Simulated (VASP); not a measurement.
# K in VASP: notebook

K is run at these levels: PBE; tasks: single point.

All numbers are computed with VASP 6.6.1; they aren't measurements. Logs are shortened: lines on timing, memory, paths and dates and some standing lists are left out, and cuts for length are marked.

## Step 1: The cell of the first run

The typed cell holds 2 atoms: a = 5.470 Å, b = 7.736 Å, c = 4.559 Å, α = 90.00°, β = 126.89°, γ = 90.00°.

## Step 2: Single point, PBE

Contents of INCAR:

```
SYSTEM = K
PREC = Accurate ; ENCUT = 520
EDIFF = 1E-7 ; ISMEAR = 0
SIGMA = 0.1 ; LREAL = .False.
LASPH = .True. ; NELM = 80
ALGO = Fast ; ISIF = 2
LWAVE = .False. ; LCHARG = .False.
GGA = PE ; NBANDS = 16
```

Contents of KPOINTS:

```
Automatic mesh
0
Gamma
  7 5 10
  0 0 0
```

Contents of POSCAR:

```
K
1.0
    5.4700936262      0.0000000000     -0.0011839329
    0.0000000000      7.7358807747      0.0000000000
   -2.7358196121      0.0000000000      3.6471151218
K
2
Direct
    0.0000000000      0.0000000000      0.0000000000
    0.5000000000      0.5000000000      0.0000000000
```

Potentials or basis: VASP PAW PBE potentials, release 64 (K_sv).

Run with:

```bash
cat potpaw_PBE.64/K_sv/POTCAR > POTCAR
mpirun -np 1 vasp_std > vasp.out
```

OUTCAR:

```text
SYSTEM = K
   PREC = Accurate
   ENCUT = 520
   EDIFF = 1E-7
   ISMEAR = 0
   LREAL = .False.
   LASPH = .True.
   NELM = 80
   ISIF = 2
   GGA = PE

 ion  position               nearest neighbor table
   1  0.000  0.000  0.000-
   2  0.500  0.500  0.000-

  LATTYP: Found a simple monoclinic cell.
 ALAT       =     4.5573093617
 B/A-ratio  =     1.6974666762
 C/A-ratio  =     1.0004113215
 COS(beta)  =    -0.2799479782

  Lattice vectors:

 A1 = (   2.7342740141,   0.0000000000,   3.6459311889)
 A2 = (   0.0000000000,  -7.7358807747,   0.0000000000)
 A3 = (   2.7358196121,   0.0000000000,  -3.6471151218)

Analysis of symmetry for initial positions (statically):
=====================================================================
 Subroutine PRICEL returns following result:

  LATTYP: Found a base centered monoclinic cell.
 ALAT       =     5.4700937543
 B/A-ratio  =     1.4142135624
 C/A-ratio  =     0.8331318559
 COS(beta)  =    -0.5998023433

  Lattice vectors:

 A1 = (  -2.7350468131,   3.8679403873,   0.0005919664)
 A2 = (  -2.7350468131,  -3.8679403874,   0.0005919664)
 A3 = (   2.7342740141,   0.0000000000,   3.6459311889)

   2 primitive cells build up your supercell.

 Routine SETGRP: Setting up the symmetry group for a
 simple monoclinic supercell.

 Subroutine GETGRP returns: Found  4 space group operations
 (whereof  4 operations were pure point group operations)
 out of a pool of  4 trial point group operations.

The static configuration has the point symmetry C_2h.

Analysis of symmetry for dynamics (positions and initial velocities):
=====================================================================
 Subroutine PRICEL returns following result:

  LATTYP: Found a base centered monoclinic cell.
 ALAT       =     5.4700937543
 B/A-ratio  =     1.4142135624
 C/A-ratio  =     0.8331318559
 COS(beta)  =    -0.5998023433

  Lattice vectors:

 A1 = (  -2.7350468131,   3.8679403873,   0.0005919664)
 A2 = (  -2.7350468131,  -3.8679403874,   0.0005919664)
 A3 = (   2.7342740141,   0.0000000000,   3.6459311889)

[... 98 lines left out ...]
   PREC   = accura    normal or accurate (medium, high low for compatibility)
   ISTART =      0    job   : 0-new  1-cont  2-samecut
   ICHARG =      2    charge: 1-file 2-atom 10-const
   ISPIN  =      1    spin polarized calculation?
   LNONCOLLINEAR =      F non collinear calculations
   LSORBIT =      F    spin-orbit coupling
   LASPH  =      T    aspherical Exc in radial PAW
   ENCUT  =  520.0 eV  38.22 Ry    6.18 a.u.  10.17 14.38  8.48*2*pi/ulx,y,z
   NELM   =     80;   NELMIN=  2; NELMDL= -5     # of ELM steps
   EDIFF  = 0.1E-06   stopping-criterion for ELM
   LREAL  =      F    real-space projection
   EDIFFG = 0.1E-05   stopping-criterion for IOM
   NSW    =      0    number of steps for IOM
   IBRION =     -1    ionic relax: 0-MD 1-quasi-New 2-CG
   NFREE  =      0    steps in history (QN), initial steepest desc. (CG)
   ISIF   =      2    stress and relaxation
   ISYM   =      2    0-nonsym 1-usesym 2-fastsym
   POTIM  = 0.5000    time-step for ionic-motion
   TEBEG  =    0.0;   TEEND  =   0.0 temperature during run
   PSTRESS=    0.0 pullay stress
   NELECT =      18.0000    total number of electrons
   NUPDOWN=      -1.0000    fix difference up-down
   EMIN   =  10.00;   EMAX   =-10.00  energy-range for DOS
   EFERMI =   0.00;   METHOD = LEGACY
   ISMEAR =     0;   SIGMA  =   0.10  broadening in eV -4-tet -1-fermi 0-gaus
   EFERMI_NEDOS =   21; number of points for ismear=-14 and -15
   IALGO  =     68    algorithm
   IMIX   =      4    mixing-type and parameters
     AMIX     =   0.40;   BMIX     =  1.00
     AMIX_MAG =   1.60;   BMIX_MAG =  1.00
  volume/ion in A,a.u.               =      77.15       520.65
  Fermi-wavevector in a.u.,A,eV,Ry     =   0.799904  1.511599  8.705638  0.639846
  Thomas-Fermi vector in A             =   1.907097
   LORBIT       =      0    0 simple, 1 ext, 2 COOP (PROOUT), +10 PAW based schemes
   GGA     = PE    functional components
   LHFCALC =     F    Hartree Fock is set to
   AEXX    =    0.0000 exact exchange contribution
   IVDW    =     0    specifies the selected vdW correction
   LEPSILON=     F    determine dielectric tensor
   LRPA    =     F    only Hartree local field effects (RPA)
 non-spin polarized calculation
 RMM-DIIS sequential band-by-band and
 Gauss-broadening in eV      SIGMA  =   0.10
  energy-cutoff  :      520.00
  volume of cell :      154.31
 maximum number of plane-waves:      4179
 NGX is ok and might be reduce to    42
   NGX = 21   NGY = 29   NGZ = 17

 number of electron      18.0000002 magnetization

 Free energy of the ion-electron system (eV)
  ---------------------------------------------------
  ext. energy  EPLUGINS =         0.00000000
  ---------------------------------------------------
  free energy    TOTEN  =        -2.08731086 eV

  energy without entropy =       -2.07849689  energy(sigma->0) =       -2.08290388

 E-fermi :  -0.2261     XC(G=0):  -5.5373

 val. band max:       -0.2398022763   @ k =   0.2857   0.4000   0.1000
 cond. band min:      -0.1871850253   @ k =   0.4286   0.0000   0.1000
 fundamental gap:      0.0526172509
 Fermi energy:        -0.2260788875

 k-point     1 :       0.0000    0.0000    0.0000
  band No.  band energies     occupation
      1     -32.3870      2.00000
      2     -32.3845      2.00000
      3     -15.8888      2.00000
      4     -15.8545      2.00000
      5     -15.8406      2.00000
      6     -15.8397      2.00000
[... 433 lines left out ...]
      3     -15.8848      2.00000
      4     -15.8810      2.00000
      5     -15.8642      2.00000
      6     -15.8540      2.00000
[... 8 lines left out ...]
     15       3.7235      0.00000
     16       4.0472      0.00000

 [... further k-points ...]

------------------------ aborting loop because EDIFF is reached ----------------------------------------

  FORCE on cell =-STRESS in cart. coord.  units (eV):
  Direction    XX          YY          ZZ          XY          YZ          ZX
  --------------------------------------------------------------------------------------
  -------------------------------------------------------------------------------------
  Total       -0.1454187     -0.2855826     -0.0096377      0.0000000      0.0000000     -0.0054007
  in kB       -1.5098975     -2.9652333     -0.1000695      0.0000000      0.0000000     -0.0560757
  external PRESSURE =      -1.5250668 kB  Pullay stress =       0.0000000 kB

 VOLUME and BASIS-vectors are now :
 -----------------------------------------------------------------------------
  energy-cutoff  :      520.00
  volume of cell :      154.31
      direct lattice vectors                 reciprocal lattice vectors
     5.470093626  0.000000000 -0.001183933     0.182841913  0.000000000  0.137155663
     0.000000000  7.735880775  0.000000000     0.000000000  0.129267763  0.000000000
    -2.735819612  0.000000000  3.647115122     0.000059354  0.000000000  0.274233840

 POSITION                                       TOTAL-FORCE (eV/Angst)
 -----------------------------------------------------------------------------------
      0.00000      0.00000      0.00000         0.000000     -0.000000      0.000000
      2.73505      3.86794     -0.00059        -0.000000      0.000000     -0.000000
 -----------------------------------------------------------------------------------
    total drift:                                0.000000     -0.000000     -0.000000

  FREE ENERGIE OF THE ION-ELECTRON SYSTEM (eV)
  ---------------------------------------------------
  free  energy   TOTEN  =        -2.0873108642 eV

  energy  without entropy=       -2.0784968889  energy(sigma->0) =       -2.08290388
```

stdout:

```text
POSCAR found type information on POSCAR K
 POSCAR found :  1 types and       2 ions
 scaLAPACK will be used
 LDA part: xc-table for (Slater+PW92), standard interpolation
 POSCAR, INCAR and KPOINTS ok, starting setup
 FFT: planning ... GRIDC
 FFT: planning ... GRID_SOFT
 FFT: planning ... GRID
 WAVECAR not read
 entering main loop
WARNING in EDDRMM: call to ZHEGV failed, returncode =   8  4      9
 num prob  num prob  num prob  num prob  num prob WARNING in EDDRMM: call to ZHEGV failed, returncode =   6  3     12
WARNING in EDDRMM: call to ZHEGV failed, returncode =   8  4     15
 num prob  num prob WARNING in EDDRMM: call to ZHEGV failed, returncode =   8  4     16
 num prob  num prob  num prob RMM:  14    -0.208731086423E+01   -0.93204E-07   -0.53559E-07  4573   0.312E-03
```

It took 7.9 min on 1 thread of Intel Xeon 6975P-C, shared host; peak memory 0.42 GiB.

What came out:

```
Free energy            : -2.0873 eV
Pressure               : -0.2 GPa
Band gap on the k mesh : zero (band 9 reaches 0.82 eV, above the bottom of band 10 at -1.32 eV)
```

## Step 3: Single point, PBE

This run uses another cell than the first one, of 75.55 Å³/atom, 0.979 times its volume.

Contents of INCAR:

```
PREC = Accurate
ENCUT = 520
EDIFF = 1E-6
ISMEAR = 0
SIGMA = 0.1
LREAL = F
LASPH = T
NELM = 80
ALGO = Fast
ISIF = 2
LWAVE = F
LCHARG = F
GGA = PE
ISYM = 0
NBANDS = 16
```

Contents of KPOINTS:

```
regular mesh
0
Gamma
  7 5 10
```

Contents of POSCAR:

```
K
1.0
    5.4700937543      0.0000000000      0.0000000000
    0.0000000000      7.7358807747      0.0000000000
   -2.7350468771      0.0000000000      3.5705431454
K
2
Direct
    0.0000000000      0.0000000000      0.0000000000
    0.5000000000      0.5000000000      0.0000000000
```

Potentials or basis: VASP PAW PBE potentials, release 64 (K_sv).

Run with:

```bash
cat potpaw_PBE.64/K_sv/POTCAR > POTCAR
mpirun -np 1 vasp_std > vasp.out
```

Wall time 8.4 min (1 thread of Intel Xeon 6975P-C, shared host); peak memory 0.52 GiB.

It converged, with:

* Free energy: -2.0861 eV
* Pressure: -0.1 GPa
* Band gap on the k mesh: zero (band 9 reaches 0.91 eV, above the bottom of band 10 at -1.30 eV)

Stress tensor (GPa, compression positive):
```
-0.07  0.00  0.00
 0.00 -0.27  0.00
 0.00  0.00  0.11
```

Levels at points of the mesh, in eV from the Fermi level:
| k point | band 5 | band 6 | band 7 | band 8 | band 9 | band 10 | band 11 | band 12 | band 13 | band 14 |
| --- | --- | --- | --- | --- | --- | --- | --- | --- | --- | --- |
| (0.00, 0.00, 0.00) | -15.60 | -15.60 | -15.60 | -15.60 | -2.11 | 0.33 | 0.55 | 3.05 | 4.05 | 4.28 |
| (0.00, 0.00, 0.50) | -15.65 | -15.63 | -15.63 | -15.60 | 0.68 | 0.97 | 1.62 | 1.78 | 2.99 | 3.12 |

## Step 4: Single point, PBE

Contents of INCAR:

```
ALGO     = Fast           # electronic algorithm
EDIFF    = 1E-6           # SCF threshold, eV
ENCUT    = 520            # plane-wave cutoff, eV
GGA      = PE             # functional
ISIF     = 2              # what is computed and relaxed
ISMEAR   = 0              # smearing method
ISYM     = 0            
LASPH    = T              # aspherical terms in the spheres
LCHARG   = F              # write CHGCAR
LREAL    = F              # projectors in reciprocal space
LWAVE    = F              # write WAVECAR
NBANDS   = 16             # bands
NELM     = 100            # most SCF steps
PREC     = Accurate       # precision mode
SIGMA    = 0.1            # smearing width, eV
```

Contents of KPOINTS:

```
k-points
0
Gamma
  7 5 10
```

Contents of POSCAR:

```
K
1.0
    5.4700936262      0.0000000000     -0.0011839329
    0.0000000000      7.7358807747      0.0000000000
   -2.7358196121      0.0000000000      3.6471151218
K
2
Direct
    0.0000000000      0.0000000000      0.0000000000
    0.5000000000      0.5000000000      0.0000000000
```

Run with:

```bash
cat potpaw_PBE.64/K_sv/POTCAR > POTCAR
mpirun -np 1 vasp_std > vasp.out
```

It took 11 min on 1 thread of Intel Xeon 6975P-C, shared host; peak memory 0.52 GiB.

It converged, with:

```
Free energy            : -2.0873 eV
Pressure               : -0.1 GPa
Band gap on the k mesh : zero (band 9 reaches 0.82 eV, above the bottom of band 10 at -1.32 eV)
```

Stress tensor (GPa, compression positive):
```
-0.15  0.00 -0.01
 0.00 -0.29  0.00
-0.01  0.00 -0.01
```

Levels at points of the mesh, in eV from the Fermi level:
```tsv
k point	band 5	band 6	band 7	band 8	band 9	band 10	band 11	band 12	band 13	band 14
(0.00, 0.00, 0.00)	-15.61	-15.61	-15.61	-15.61	-2.08	0.36	0.58	3.07	4.08	4.28
(0.00, 0.00, 0.50)	-15.66	-15.64	-15.64	-15.61	0.62	0.87	1.65	1.76	3.02	3.15
```
